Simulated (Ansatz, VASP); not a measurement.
# Cd in VASP and in Ansatz

```xyz
1
Lattice="0.0000 2.2518 2.2518 2.2518 0.0000 2.2518 2.2518 2.2518 0.0000" Properties=species:S:1:pos:R:3 pbc="T T T"
Cd    0.0000    0.0000    0.0000
```

Alike in both runs: functional PBE; k mesh 15 × 15 × 15; occupations fermi-dirac, width 0.1 eV; no spin polarisation.

Ansatz relaxed the structure, and its values are those at the end. VASP's run is a single point on that final structure, the one shown.

|  | VASP | Ansatz |
| --- | --- | --- |
| version | VASP 6.6.1 | Ansatz 0.2.0 |
| potentials or method | VASP PAW PBE potentials, release 64 (Cd) | PAW with Ansatz's default frozen-core files, scalar-relativistic |
| plane-wave cutoff (eV) | 520 | 420 |
| valence electrons in the cell | 12 | 20 |

```tsv
	VASP	Ansatz	Ansatz less VASP
pressure (GPa)	0.2	0.0	-0.24
```

VASP's potentials hold 12 valence electrons a cell and Ansatz's 20, so a difference there can come from the potentials and not from the codes.
